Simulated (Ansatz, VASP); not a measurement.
**NaCl in VASP and in Ansatz**

The input INCAR:

```
SYSTEM = NaCl
ALGO = Normal
EDIFF = 1E-6
ENCUT = 520
GGA = PE
ISIF = 2
ISMEAR = -1
LASPH = .True.
LCHARG = .True.
LELF = .True.
LREAL = .False.
LVHAR = .True.
LWAVE = .False.
NBANDS = 14
NELM = 80
PREC = Accurate
SIGMA = 0.02
```

Contents of KPOINTS:

```
k-points
0
Gamma
  8 8 8
  0 0 0
```

Contents of POSCAR:

```
NaCl
1.0
    0.0326518274      2.8027319622      2.8027319622
    2.8027319622      0.0326518274      2.8027319622
    2.8353837895      2.8353837895     -0.0000000001
Na Cl
1 1
Direct
    0.0000000000      0.0000000000      0.0000000000
    0.5000000000      0.5000000000      0.5000000000
```

Input for Ansatz:

```yaml
crystal:
  lattice:
    - [0.0326518274, 2.8027319622, 2.8027319622]
    - [2.8027319622, 0.0326518274, 2.8027319622]
    - [2.8353837895, 2.8353837895, -1.0e-10]
  atoms:
    - { symbol: Na, position: [0.0, 0.0, 0.0] }
    - { symbol: Cl, position: [0.5, 0.5, 0.5] }
kpoints:
  mp_grid: { grid: [8, 8, 8] }
  band_path:
    path:
      - [0.0, 0.0, 0.0]
      - [0.5, 0.0, 0.5]
      - [0.625, 0.25, 0.625]
      - [0.375, 0.375, 0.75]
      - [0.5, 0.5, 0.5]
      - [0.5, 0.25, 0.75]
    npoints: 1
hamiltonian:
  xc: pbe
scf:
  occupations: { method: fermi_dirac, width: 0.02 }
  n_extra_bands: 4
output:
  forces: true
  stress: true
  eigenvalues: true
  write_density: true
  write_potential: true
  elf: true
  volumetric_format: npy
```

Change from the starting cell: shear_xy strain +2.3%.

Alike in both runs: task single point; functional PBE; k mesh 8 × 8 × 8; occupations fermi-dirac, width 0.02 eV; no spin polarisation.

```csv
,VASP,Ansatz
version,VASP 6.6.1,Ansatz 0.2.0
potentials or method,"VASP PAW PBE potentials, release 64 (Na_pv, Cl)","plane waves, PAW"
plane-wave cutoff (eV),520,420
valence electrons in the cell,14,16
```

|  | VASP | Ansatz | Ansatz less VASP |
| --- | --- | --- | --- |
| gap on the k mesh at the Fermi level (eV) | 5.13 | 5.13 | 0.000 |
| pressure (GPa) | 1.2 | 1.3 | +0.02 |
| traceless stress, the component that is largest in VASP (GPa) | -0.29 | -0.29 | 0.000 |

VASP's potentials hold 14 valence electrons a cell and Ansatz's 16, so a difference there can come from the potentials and not from the codes.
